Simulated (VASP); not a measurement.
GaN, 2 atoms in the cell. It takes space group I-4m2 (No. 119, tetragonal). Conventional cell: a = 3.085 Å, b = 3.085 Å, c = 4.637 Å, α = 90.00°, β = 90.00°, γ = 90.00°. Within 2.6 Å of Ga (site symmetry -4m2) lie 4 N at 1.93 Å. Within 2.6 Å of N (site symmetry -4m2) lie 4 Ga at 1.93 Å.  This cell differs from its parent crystal: epitaxial xy strain -3.0%.

| Item | Value |
| --- | --- |
| Program | VASP 6.6.1 |
| Task | single point |
| Functional | r2SCAN |
| Potentials or basis | VASP PAW PBE potentials, release 64 (Ga_d, N) |
| Cutoff | 520 eV |
| k mesh | 10 × 10 × 10 |
| Occupations | gaussian, width 0.01 eV |
| Spin | no spin polarisation |
| Dipole correction | no |
| Further INCAR settings | ALGO = Normal; EDIFF = 1e-06; NBANDS = 16 |

Potentials or basis: VASP PAW PBE potentials, release 64 (Ga_d, N).

The run is started by

```sh
$ cat potpaw_PBE.64/Ga_d/POTCAR potpaw_PBE.64/N/POTCAR > POTCAR
$ cp INCAR.step1 INCAR
$ mpirun -np 1 vasp_std > vasp.out
$ cp INCAR.step2 INCAR
$ mpirun -np 1 vasp_std > vasp.out
```

Hardware: 1 thread of Intel(R) Xeon(R) Platinum 8488C (Sapphire Rapids), on a shared host.

**Question.** Estimate the wall time of this run.

**Answer.** Run time: 75 s on 1 thread of Intel(R) Xeon(R) Platinum 8488C (Sapphire Rapids) (shared host), peak memory 0.17 GiB. Counts: k points 102.
